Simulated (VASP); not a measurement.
# Si (Immm) in VASP: a series of runs

Si is run at these levels: LDA; tasks: single point.

All numbers are computed with VASP 6.6.1; they aren't measurements. Logs are shortened: lines on timing, memory, paths and dates and some standing lists are left out, and cuts for length are marked.

### Step 1. The cell of the first run

The structure is orthorhombic, space group Immm (No. 71). The conventional cell has a = 3.845 Å, b = 5.903 Å, c = 7.399 Å, α = 90.00°, β = 90.00°, γ = 90.00°. Within 2.8 Å of Si (site symmetry m) lie 4 Si at 2.11 to 2.65 Å.

### Step 2. Single point, LDA (strain +0.1125 x Voigt [1, -1, 0, 0, 0, 0])

The input, INCAR:

```
SYSTEM = Si
ALGO     = Normal         ! electronic algorithm
EDIFF    = 1E-7           ! SCF threshold, eV
ENCUT    = 520            ! plane-wave cutoff, eV
GGA      = CA             ! functional
ISIF     = 2              ! what is computed and relaxed
ISMEAR   = 0              ! smearing method
LASPH    = .True.         ! aspherical terms in the spheres
LCHARG   = .False.        ! write CHGCAR
LREAL    = .False.        ! projectors in reciprocal space
LWAVE    = .False.        ! write WAVECAR
NBANDS   = 16             ! bands
NELM     = 60             ! most SCF steps
PREC     = Accurate       ! precision mode
SIGMA    = 0.03           ! smearing width, eV
```

The input, KPOINTS:

```
k-points
0
Gamma
  10 10 10
  0 0 0
```

The input, POSCAR:

```
Si
1.0
   -3.6995567726      2.9513318074      1.9223856600
    3.6995567726     -2.9513318074      1.9223856600
    3.6995567726      2.9513318074     -1.9223856600
Si
4
Direct
    0.1788010600      0.1788010600      0.3576021200
    0.8211989400      0.8211989400      0.6423978800
    0.1788010600      0.8211989400      0.0000000000
    0.8211989400      0.1788010600      0.0000000000
```

Potentials or basis: VASP PAW LDA potentials, release 64 (Si).

Command:

```console
$ cat potpaw_LDA.64/Si/POTCAR > POTCAR
$ mpirun -np 1 vasp_std > vasp.out
```

OUTCAR:

```text
SYSTEM = Si
   EDIFF = 1E-7
   ENCUT = 520
   GGA = CA
   ISIF = 2
   ISMEAR = 0
   LASPH = .True.
   LREAL = .False.
   NELM = 60
   PREC = Accurate

 ion  position               nearest neighbor table
   1  0.179  0.179  0.358-   4 2.11   2 2.35   2 2.35   3 2.65
   2  0.821  0.821  0.642-   3 2.11   1 2.35   1 2.35   4 2.65
   3  0.179  0.821  0.000-   2 2.11   4 2.35   4 2.35   1 2.65
   4  0.821  0.179  0.000-   1 2.11   3 2.35   3 2.35   2 2.65

  LATTYP: Found a body centered orthorhombic cell.
 ALAT       =     3.8447713200
 B/A-ratio  =     1.5352443939
 C/A-ratio  =     1.9244612824

  Lattice vectors:

 A1 = (  -3.6995567726,   2.9513318074,  -1.9223856600)
 A2 = (  -3.6995567726,  -2.9513318074,   1.9223856600)
 A3 = (   3.6995567726,   2.9513318074,   1.9223856600)

Analysis of symmetry for initial positions (statically):
=====================================================================
 Subroutine PRICEL returns:
 Original cell was already a primitive cell.

 Routine SETGRP: Setting up the symmetry group for a
 body centered orthorhombic supercell.

 Subroutine GETGRP returns: Found  8 space group operations
 (whereof  8 operations were pure point group operations)
 out of a pool of  8 trial point group operations.

The static configuration has the point symmetry D_2h.

Analysis of symmetry for dynamics (positions and initial velocities):
=====================================================================
 Subroutine PRICEL returns:
 Original cell was already a primitive cell.

 Routine SETGRP: Setting up the symmetry group for a
 body centered orthorhombic supercell.

 Subroutine GETGRP returns: Found  8 space group operations
 (whereof  8 operations were pure point group operations)
 out of a pool of  8 trial point group operations.

The dynamic configuration has the point symmetry D_2h.

 Subroutine INISYM returns: Found  8 space group operations
 (whereof  8 operations are pure point group operations),
 and found     1 'primitive' translations

----------------------------------------------------------------------------------------

                                     Primitive cell

  volume of cell :      83.9592

  direct lattice vectors                    reciprocal lattice vectors
    -3.699556773  2.951331807  1.922385660     0.000000000  0.169415041  0.260093492
     3.699556773 -2.951331807  1.922385660     0.135151325  0.000000000  0.260093492
     3.699556773  2.951331807 -1.922385660     0.135151325  0.169415041  0.000000000

  length of vectors
     5.108096160  5.108096160  5.108096160     0.310403094  0.293111763  0.216719489

  position of ions in fractional coordinates (direct lattice)
     0.178801060  0.178801060  0.357602120
     0.821198940  0.821198940  0.642397880
     0.178801060  0.821198940  0.000000000
     0.821198940  0.178801060  0.000000000

  ion indices of the primitive-cell ions
   primitive index   ion index
                 1           1
                 2           2
                 3           3
                 4           4

----------------------------------------------------------------------------------------

 KPOINTS: k-points

Automatic generation of k-mesh.
 Grid dimensions read from file:
 generate k-points for:   10   10   10

 Generating k-lattice:

  Cartesian coordinates                     Fractional coordinates (reciprocal lattice)
     0.000000000  0.016941504  0.026009349     0.100000000  0.000000000  0.000000000
     0.013515133  0.000000000  0.026009349    -0.000000000  0.100000000  0.000000000
     0.013515133  0.016941504  0.000000000    -0.000000000  0.000000000  0.100000000

  Length of vectors
     0.031040309  0.029311176  0.021671949

  Shift w.r.t. Gamma in fractional coordinates (k-lattice)
     0.000000000  0.000000000  0.000000000

 Subroutine IBZKPT returns following result:
 ===========================================

 Found    171 irreducible k-points:

 Following reciprocal coordinates:
            Coordinates               Weight
  0.000000  0.000000  0.000000      1.000000
  0.100000  0.000000 -0.000000      4.000000
  0.200000  0.000000 -0.000000      4.000000
  0.300000  0.000000  0.000000      4.000000
  0.400000  0.000000  0.000000      4.000000
  0.500000 -0.000000  0.000000      2.000000
[... 16 lines left out ...]
 -0.400000  0.200000  0.000000      8.000000
 -0.300000  0.200000 -0.000000      8.000000
 [... further k-points ...]
   k-points           NKPTS =    171   k-points in BZ     NKDIM =    171   number of bands    NBANDS=     16
   number of dos      NEDOS =    301   number of ions     NIONS =      4
   total plane-waves  NPLWV =  64000
   dimension x,y,z NGX =    40 NGY =   40 NGZ =   40
   dimension x,y,z NGXF=    80 NGYF=   80 NGZF=   80
   ions per type =               4
   NGX,Y,Z   is equivalent  to a cutoff of  13.02, 13.02, 13.02 a.u.
   NGXF,Y,Z  is equivalent  to a cutoff of  26.04, 26.04, 26.04 a.u.
 SYSTEM =  Si
   PREC   = accura    normal or accurate (medium, high low for compatibility)
   ISTART =      0    job   : 0-new  1-cont  2-samecut
   ICHARG =      2    charge: 1-file 2-atom 10-const
   ISPIN  =      1    spin polarized calculation?
   LNONCOLLINEAR =      F non collinear calculations
   LSORBIT =      F    spin-orbit coupling
   LASPH  =      T    aspherical Exc in radial PAW
   ENCUT  =  520.0 eV  38.22 Ry    6.18 a.u.   9.50  9.50  9.50*2*pi/ulx,y,z
   NELM   =     60;   NELMIN=  2; NELMDL= -5     # of ELM steps
   EDIFF  = 0.1E-06   stopping-criterion for ELM
   LREAL  =      F    real-space projection
   EDIFFG = 0.1E-05   stopping-criterion for IOM
   NSW    =      0    number of steps for IOM
   IBRION =     -1    ionic relax: 0-MD 1-quasi-New 2-CG
   NFREE  =      0    steps in history (QN), initial steepest desc. (CG)
   ISIF   =      2    stress and relaxation
   ISYM   =      2    0-nonsym 1-usesym 2-fastsym
   POTIM  = 0.5000    time-step for ionic-motion
   TEBEG  =    0.0;   TEEND  =   0.0 temperature during run
   PSTRESS=    0.0 pullay stress
   NELECT =      16.0000    total number of electrons
   NUPDOWN=      -1.0000    fix difference up-down
   EMIN   =  10.00;   EMAX   =-10.00  energy-range for DOS
   EFERMI =   0.00;   METHOD = LEGACY
   ISMEAR =     0;   SIGMA  =   0.03  broadening in eV -4-tet -1-fermi 0-gaus
   EFERMI_NEDOS =   21; number of points for ismear=-14 and -15
   IALGO  =     38    algorithm
   IMIX   =      4    mixing-type and parameters
     AMIX     =   0.40;   BMIX     =  1.00
     AMIX_MAG =   1.60;   BMIX_MAG =  1.00
  volume/ion in A,a.u.               =      20.99       141.65
  Fermi-wavevector in a.u.,A,eV,Ry     =   0.942089  1.780291 12.075610  0.887532
  Thomas-Fermi vector in A             =   2.069664
   LORBIT       =      0    0 simple, 1 ext, 2 COOP (PROOUT), +10 PAW based schemes
   GGA     = CA    functional components
   LHFCALC =     F    Hartree Fock is set to
   AEXX    =    0.0000 exact exchange contribution
   IVDW    =     0    specifies the selected vdW correction
   LEPSILON=     F    determine dielectric tensor
   LRPA    =     F    only Hartree local field effects (RPA)
 non-spin polarized calculation
 Gauss-broadening in eV      SIGMA  =   0.03
  energy-cutoff  :      520.00
  volume of cell :       83.96
 maximum number of plane-waves:      2289
 NGX is ok and might be reduce to    40
   NGX = 19   NGY = 19   NGZ = 19

 number of electron      16.0000000 magnetization

 Free energy of the ion-electron system (eV)
  ---------------------------------------------------
  ext. energy  EPLUGINS =         0.00000000
  ---------------------------------------------------
  free energy    TOTEN  =       -22.07928549 eV

  energy without entropy =      -22.07877325  energy(sigma->0) =      -22.07902937

 E-fermi :   5.3834     XC(G=0):  -9.3472

 val. band max:        5.3814918040   @ k =   0.5000  -0.4000   0.3000
 cond. band min:       5.4096053042   @ k =  -0.2000   0.1000   0.0000
 fundamental gap:      0.0281135002
 Fermi energy:         5.3834034845

 k-point     1 :       0.0000    0.0000    0.0000
  band No.  band energies     occupation
      1      -6.7790      2.00000
      2      -2.1359      2.00000
      3      -1.3567      2.00000
      4       1.1602      2.00000
      5       1.6102      2.00000
      6       3.2126      2.00000
[... 8 lines left out ...]
     15      10.7909      0.00000
     16      11.8950      0.00000

 k-point     2 :       0.1000    0.0000   -0.0000
  band No.  band energies     occupation
      1      -6.6600      2.00000
      2      -2.4370      2.00000
      3      -0.9364      2.00000
      4       0.7362      2.00000
      5       1.9872      2.00000
      6       2.6987      2.00000
[... 8 lines left out ...]
     15      10.7777      0.00000
     16      12.8852      0.00000

 k-point     3 :       0.2000    0.0000   -0.0000
  band No.  band energies     occupation
      1      -6.3098      2.00000
      2      -2.7887      2.00000
      3      -0.4251      2.00000
      4       0.0761      2.00000
      5       2.1255      2.00000
      6       2.3179      2.00000
[... 8 lines left out ...]
     15      11.8812      0.00000
     16      12.2971      0.00000

 k-point     4 :       0.3000    0.0000    0.0000
  band No.  band energies     occupation
      1      -5.7568      2.00000
      2      -2.9858      2.00000
      3      -0.8076      2.00000
      4      -0.5179      2.00000
      5       1.7892      2.00000
      6       2.4593      2.00000
[... 8 lines left out ...]
     15      11.6479      0.00000
     16      11.9272      0.00000

 k-point     5 :       0.4000    0.0000    0.0000
  band No.  band energies     occupation
      1      -5.0974      2.00000
      2      -3.0456      2.00000
      3      -1.8026      2.00000
      4      -0.9168      2.00000
      5       1.3904      2.00000
      6       2.5127      2.00000
[... 8 lines left out ...]
     15      10.4888      0.00000
     16      13.1655      0.00000

 k-point     6 :       0.5000   -0.0000    0.0000
  band No.  band energies     occupation
      1      -4.7105      2.00000
      2      -3.0468      2.00000
      3      -2.3294      2.00000
      4      -1.1009      2.00000
      5       1.2871      2.00000
      6       2.4629      2.00000
[... 8 lines left out ...]
     15      11.0939      0.00000
     16      12.9667      0.00000
[... 267 lines left out ...]
 k-point    21 :       0.4000    0.2000   -0.0000
  band No.  band energies     occupation
      1      -4.7072      2.00000
      2      -3.5960      2.00000
      3      -2.1419      2.00000
      4      -0.5317      2.00000
      5       1.0424      2.00000
      6       3.1788      2.00000
[... 8 lines left out ...]
     15      11.6165      0.00000
     16      12.7697      0.00000

 k-point    22 :       0.5000    0.2000    0.0000
  band No.  band energies     occupation
      1      -5.2181      2.00000
      2      -3.8891      2.00000
      3      -1.4334      2.00000
      4      -0.0228      2.00000
      5       1.2810      2.00000
      6       3.2145      2.00000
[... 8 lines left out ...]
     15      11.3068      0.00000
     16      11.6915      0.00000

 k-point    23 :      -0.4000    0.2000    0.0000
  band No.  band energies     occupation
      1      -5.8288      2.00000
      2      -3.9169      2.00000
      3      -0.6480      2.00000
      4       0.3858      2.00000
      5       2.0221      2.00000
      6       2.8143      2.00000
[... 8 lines left out ...]
     15      10.7414      0.00000
     16      11.7317      0.00000

 k-point    24 :      -0.3000    0.2000   -0.0000
  band No.  band energies     occupation
      1      -6.2978      2.00000
      2      -3.6982      2.00000
      3      -0.0543      2.00000
      4       0.1893      2.00000
      5       2.9203      2.00000
      6       3.0617      2.00000
[... 8 lines left out ...]
     15      11.3922      0.00000
     16      12.4164      0.00000

 [... further k-points ...]

------------------------ aborting loop because EDIFF is reached ----------------------------------------

  FORCE on cell =-STRESS in cart. coord.  units (eV):
  Direction    XX          YY          ZZ          XY          YZ          ZX
  --------------------------------------------------------------------------------------
  -------------------------------------------------------------------------------------
  Total       -7.3421771     15.6005613     -1.5679642      0.0000000      0.0000000      0.0000000
  in kB     -140.1093737    297.7025552    -29.9211636      0.0000000      0.0000000      0.0000000
  external PRESSURE =      42.5573393 kB  Pullay stress =       0.0000000 kB

 VOLUME and BASIS-vectors are now :
 -----------------------------------------------------------------------------
  energy-cutoff  :      520.00
  volume of cell :       83.96
      direct lattice vectors                 reciprocal lattice vectors
    -3.699556773  2.951331807  1.922385660     0.000000000  0.169415041  0.260093492
     3.699556773 -2.951331807  1.922385660     0.135151325  0.000000000  0.260093492
     3.699556773  2.951331807 -1.922385660     0.135151325  0.169415041  0.000000000

 POSITION                                       TOTAL-FORCE (eV/Angst)
 -----------------------------------------------------------------------------------
      1.32297      1.05540     -0.00000        -0.722956      3.137791      0.000000
      2.37659      1.89593      1.92239         0.722956     -3.137791      0.000000
      2.37659     -1.89593      1.92239         0.722956      3.137791      0.000000
     -2.37659      1.89593      1.92239        -0.722956     -3.137791     -0.000000
 -----------------------------------------------------------------------------------
    total drift:                               -0.000000     -0.000000      0.000000

  FREE ENERGIE OF THE ION-ELECTRON SYSTEM (eV)
  ---------------------------------------------------
  free  energy   TOTEN  =       -22.0792854918 eV

  energy  without entropy=      -22.0787732504  energy(sigma->0) =      -22.07902937
```

Wall time 4.8 min (1 thread of Intel Xeon 6975P-C (Granite Rapids), shared host); peak memory 0.29 GiB.

Results:

```
Free energy            : -22.0793 eV
Pressure               : 4.3 GPa
Largest force          : 3.220 eV/Å
Band gap on the k mesh : zero (band 8 reaches 5.81 eV, above the bottom of band 9 at 4.75 eV)
```

Forces on the atoms (eV/Å):
```
Si  -0.723  3.138  0.000
Si   0.723 -3.138  0.000
Si   0.723  3.138  0.000
Si  -0.723 -3.138  0.000
```

Caveat: the cell differs from its parent crystal (strain +0.1125 x Voigt [1, -1, 0, 0, 0, 0]); forces of over 1 eV/Å act on the atoms, so gaps and moduli don't describe the material at rest.

### Step 3. Single point, LDA (strain +0.0937 x Voigt [1, -1, 0, 0, 0, 0])

The input, INCAR:

```
  PREC = Accurate
  ENCUT = 520
  EDIFF = 1E-7
  ISMEAR = 0
  SIGMA = 0.03
  LREAL = F
  LASPH = T
  NELM = 80
  ALGO = Normal
  ISIF = 2
  LWAVE = F
  LCHARG = F
  NBANDS = 16
```

The input, KPOINTS:

```
Automatic mesh
0
Gamma
  10 10 10
```

The input, POSCAR:

```
Si
1.0
   -3.6370384200      3.0138501600      1.9223856600
    3.6370384200     -3.0138501600      1.9223856600
    3.6370384200      3.0138501600     -1.9223856600
Si
4
Direct
    0.1788010600      0.1788010600      0.3576021200
    0.8211989400      0.8211989400      0.6423978800
    0.1788010600      0.8211989400      0.0000000000
    0.8211989400      0.1788010600      0.0000000000
```

Potentials or basis: VASP PAW LDA potentials, release 64 (Si).

Command:

```console
$ cat potpaw_LDA.64/Si/POTCAR > POTCAR
$ mpirun -np 1 vasp_std > vasp.out
```

Run time: 4.2 min. Hardware: 1 thread of Intel Xeon 6975P-C (Granite Rapids), shared host; peak memory 0.3 GiB.

It converged, with:

```
Free energy            : -22.4918 eV
Pressure               : 2.3 GPa
Largest force          : 2.475 eV/Å
Band gap on the k mesh : zero (band 8 reaches 5.69 eV, above the bottom of band 9 at 5.07 eV)
```

Forces on the atoms (eV/Å):
```
Si  -0.736  2.363  0.000
Si   0.736 -2.363  0.000
Si   0.736  2.363  0.000
Si  -0.736 -2.363  0.000
```

Stress tensor (GPa, compression positive):
```
-13.24   0.00   0.00
  0.00  22.78   0.00
  0.00   0.00  -2.60
```

Levels at points of the mesh, in eV from the Fermi level:
| k point | band 6 | band 7 | band 8 | band 9 | band 10 | band 11 |
| --- | --- | --- | --- | --- | --- | --- |
| (0.00, 0.00, 0.00) | -2.19 | -0.93 | -0.84 | -0.45 | 1.21 | 1.40 |
| (0.50, 0.00, 0.00) | -3.15 | -1.93 | -1.61 | 1.59 | 2.38 | 2.40 |
| (0.00, 0.50, 0.00) | -4.11 | -2.90 | -1.11 | -0.13 | 2.19 | 2.64 |
| (0.50, 0.50, 0.00) | -2.15 | -1.86 | -1.78 | 1.42 | 1.70 | 1.86 |
| (0.50, 0.50, 0.50) | -0.61 | -0.16 | 0.08 | 0.40 | 2.02 | 3.48 |

Caveat: the cell differs from its parent crystal (strain +0.0937 x Voigt [1, -1, 0, 0, 0, 0]); forces of over 1 eV/Å act on the atoms, so gaps and moduli don't describe the material at rest.

### Step 4. Single point, LDA (strain -0.0750 x Voigt [1, -1, 0, 0, 0, 0])

The input, INCAR:

```
PREC = Accurate
ENCUT = 520
EDIFF = 1E-7
ISMEAR = 0
SIGMA = 0.03
LREAL = False
LASPH = True
NELM = 80
ALGO = Normal
ISIF = 2
LWAVE = False
LCHARG = False
GGA = CA
NBANDS = 16
```

The input, KPOINTS:

```
regular mesh
0
Gamma
  10 10 10
```

The input, POSCAR:

```
Si
1.0
   -3.0760359683      3.5748526118      1.9223856600
    3.0760359683     -3.5748526118      1.9223856600
    3.0760359683      3.5748526118     -1.9223856600
Si
4
Direct
    0.1788010600      0.1788010600      0.3576021200
    0.8211989400      0.8211989400      0.6423978800
    0.1788010600      0.8211989400      0.0000000000
    0.8211989400      0.1788010600      0.0000000000
```

Command:

```console
$ cat potpaw_LDA.64/Si/POTCAR > POTCAR
$ mpirun -np 1 vasp_std > vasp.out
```

Run time: 4.5 min. Hardware: 1 thread of Intel Xeon 6975P-C (Granite Rapids), shared host; peak memory 0.29 GiB.

Results (log left out):

| Property | Result |
| --- | --- |
| Free energy | -22.8163 eV |
| Pressure | 0.8 GPa |
| Largest force | 1.841 eV/Å |
| Band gap on the k mesh | zero (band 8 reaches 5.62 eV, above the bottom of band 9 at 5.40 eV) |

Forces on the atoms (eV/Å):
```
Si   1.702 -0.700  0.000
Si  -1.702  0.700  0.000
Si  -1.702 -0.700  0.000
Si   1.702  0.700  0.000
```

Stress tensor (GPa, compression positive):
```
 16.59   0.00   0.00
  0.00 -11.82   0.00
  0.00   0.00  -2.36
```

Levels at points of the mesh, in eV from the Fermi level:
```tsv
k point	band 6	band 7	band 8	band 9	band 10	band 11
(0.00, 0.00, 0.00)	-2.13	-1.13	-0.84	-0.16	1.18	1.48
(0.50, 0.00, 0.00)	-4.08	-2.88	-1.28	-0.04	2.10	2.62
(0.00, 0.50, 0.00)	-3.29	-2.12	-1.68	1.32	2.31	2.60
(0.50, 0.50, 0.00)	-2.19	-1.98	-1.82	1.36	1.65	1.77
(0.50, 0.50, 0.50)	-0.56	-0.28	0.05	0.23	2.14	3.59
```

Caveat: the cell differs from its parent crystal (strain -0.0750 x Voigt [1, -1, 0, 0, 0, 0]); forces of over 1 eV/Å act on the atoms, so gaps and moduli don't describe the material at rest.

(Part 1 of 2 ends here.)
